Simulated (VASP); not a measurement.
**C: electric field gradients with PBEsol**

C:

```
CELL_PARAMETERS angstrom
0.00000 2.10573 3.34800
1.21572 0.00000 3.34800
1.21572 2.10573 0.00000
ATOMIC_POSITIONS crystal
C 0.16667 0.83333 0.16667
C 0.83333 0.16667 0.83333
```

This cell differs from its parent crystal: equal xx and yy strain of -1 %.

| Property | Result |
| --- | --- |
| Program | VASP 6.6.1 |
| Task | electric field gradients |
| Functional | PBEsol |
| Potentials or basis | VASP PAW PBE potentials, release 64 (C) |
| Cutoff | 520 eV |
| k mesh | 18 × 18 × 18 |
| Occupations | fermi-dirac, width 0.05 eV |
| Spin | no spin polarisation |
| Dipole correction | no |
| Further INCAR settings | ALGO = Normal; EDIFF = 1e-08; NBANDS = 11 |

| Item | Value |
| --- | --- |
| Pressure | 11.1 GPa |
| Largest force | 0.004 eV/Å |
| Band gap on the k mesh | 0.08 eV, indirect (least direct gap 0.15 eV) |

Forces in eV/Å, atoms in the order of the input:
```
C    0.000  0.004  0.000
C    0.000 -0.004  0.000
```

Stress tensor (GPa, compression positive):
```
16.04  0.00  0.00
 0.00 15.53  0.00
 0.00  0.00  1.67
```

Levels at points of the mesh, in eV from the valence-band top:
```
           k point  band 2  band 3  band 4  band 5  band 6  band 7
(0.00, 0.00, 0.00)   -6.81   -2.92   -2.89    3.94    8.62    8.69
(0.50, 0.00, 0.00)  -13.44   -6.44   -2.41    1.66    7.82   12.57
(0.50, 0.50, 0.00)   -8.82   -2.93   -2.91    8.59    8.65   10.30
(0.50, 0.00, 0.50)  -13.53   -6.42   -1.62    2.57    8.04   11.15
(0.00, 0.50, 0.50)  -13.35   -6.47   -3.09    0.93    7.63   13.89
```

Electric field gradients, principal values (V/Å²):
```tsv
atom	least	middle	greatest (by size)
1 C	-16.757	-16.798	33.555
2 C	-16.757	-16.798	33.555
```

Wall time 120 s on 1 thread of Intel(R) Xeon(R) Platinum 8488C (Sapphire Rapids), with other jobs on the host, peak memory 0.24 GiB.

Caveat: the cell differs from its parent crystal (equal xx and yy strain of -1 %); without QUAD_EFG the Cq values of the log hold for a quadrupole moment of 1 mb, not for the nuclei; the PAW data sets were made with another functional, which shifts forces and pressure a little. A k mesh can miss the band edges.
